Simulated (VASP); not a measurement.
Set up this calculation in VASP 6.6.1, as the native input.

| Property | Result |
| --- | --- |
| Task | single point |
| Functional | PBE |
| Potentials or basis | VASP PAW PBE potentials, release 64 (Al, P) |
| Cutoff | 500 eV |
| k mesh | 8 × 8 × 8 |
| Occupations | gaussian, width 0.02 eV |
| Spin | no spin polarisation |
| Dipole correction | no |
| Further INCAR settings | ALGO = Normal; EDIFF = 1e-06; NBANDS = 11 |

The structure of AlP lies in POSCAR:

```
AlP
1.0
    0.0000000000      2.7127719150      2.7127719150
    2.7127719150      0.0000000000      2.7127719150
    2.7127719150      2.7127719150      0.0000000000
Al P
1 1
Direct
    0.0000000000      0.0000000000      0.0000000000
    0.7500000000      0.7500000000      0.7500000000
```

This cell differs from its parent crystal: strained.

The input as run:

INCAR

```
SYSTEM = AlP
PREC     = Accurate       ! precision mode
ENCUT    = 500            ! plane-wave cutoff, eV
EDIFF    = 1E-6           ! SCF threshold, eV
ISMEAR   = 0              ! smearing method
SIGMA    = 0.02           ! smearing width, eV
LREAL    = .False.        ! projectors in reciprocal space
LASPH    = .True.         ! aspherical terms in the spheres
NELM     = 120            ! most SCF steps
ALGO     = Normal         ! electronic algorithm
ISIF     = 2              ! what is computed and relaxed
LWAVE    = .False.        ! write WAVECAR
LCHARG   = .False.        ! write CHGCAR
GGA      = PE             ! functional
NBANDS   = 11             ! bands
GGA_COMPAT= .False.
```

KPOINTS

```
Automatic mesh
0
Gamma
  8 8 8
  0 0 0
```

Potentials or basis: VASP PAW PBE potentials, release 64 (Al, P).

The run is started by

```sh
$ cat potpaw_PBE.64/Al/POTCAR potpaw_PBE.64/P/POTCAR > POTCAR
$ mpirun -np 1 vasp_std > vasp.out
```

It gave:

```json
{"Pressure": "4.0 GPa", "Band gap on the k mesh": "1.54 eV, indirect (least direct gap 3.47 eV)"}
```

Caveat: the cell differs from its parent crystal (strained).

Wall time 19 s on 1 thread of Intel Xeon 8259CL, with other jobs on the host, peak memory 0.15 GiB.
